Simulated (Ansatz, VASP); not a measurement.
## Ag in VASP and in Ansatz

```
Ag
1.0
    -1.65565    1.53148    1.53148
     1.65565   -1.77983    1.77983
     1.65565    1.77983   -1.77983
Ag
1
Direct
  0.00000 0.00000 0.00000
```

Change from the starting cell: strain -0.1500 x Voigt [0, 0, 0, 1, 0, 0], atoms carried along.

Alike in both runs: task single point; functional PBEsol; k mesh 20 × 20 × 20; occupations gaussian, width 0.15 eV; no spin polarisation.

|  | VASP | Ansatz |
| --- | --- | --- |
| version | VASP 6.6.1 | Ansatz 0.2.0 |
| potentials or method | VASP PAW PBE potentials, release 64 (Ag), cutoff 520 eV | scalar-relativistic, plane waves, PAW |
| valence electrons in the cell | 11 | 19 |

VASP gave:

- gap on the k mesh at the Fermi level (eV): none
- pressure (GPa): -4.9
- traceless stress, the component that is largest in VASP (GPa): 7.37

Which values does Ansatz return?

gap on the k mesh at the Fermi level (eV): none; pressure (GPa): -4.8; traceless stress, the component that is largest in VASP (GPa): 7.44.

VASP's potentials were made for PBE, not for PBEsol. A gap of «none» marks a metal or a gap that the smearing closes. VASP's potentials hold 11 valence electrons a cell and Ansatz's 19, so a difference there can come from the potentials and not from the codes.
